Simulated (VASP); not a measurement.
Au, 2 atoms in the cell. It takes space group P6_3/mmc (No. 194, hexagonal). The conventional cell has a = 2.402 Å, b = 2.402 Å, c = 3.961 Å, α = 90.00°, β = 90.00°, γ = 120.00°. Within 3.2 Å of Au (site symmetry -6m2) lie 12 Au at 2.40 to 2.42 Å. 

```yaml
Program: VASP 6.6.1
Task: single point
Functional: PBE
Potentials_or_basis: VASP PAW PBE potentials, release 64 (Au_sv_GW)
Cutoff: 500 eV
k_mesh: 15 × 15 × 8
Occupations: fermi-dirac, width 0.08 eV
Spin: no spin polarisation
Dipole_correction: no
Second_run: valence_matched
Further_INCAR_settings: ALGO = Normal; EDIFF = 1e-06; NBANDS = 26
```

Potentials or basis: VASP PAW PBE potentials, release 64 (Au_sv_GW).

The run is started by

```bash
$ cat potpaw_PBE.64/Au_sv_GW/POTCAR > POTCAR
$ mpirun -np 1 vasp_std > vasp.out
```

Hardware: 1 thread of AMD EPYC 7R43 64-Core Processor (Zen 3), on a shared host.

How long does it take, and how much memory?

It took 51 s on 1 thread of AMD EPYC 7R43 64-Core Processor (Zen 3), with other jobs on the host, peak memory 0.14 GiB. Counts: scf iterations 12, k points 135.
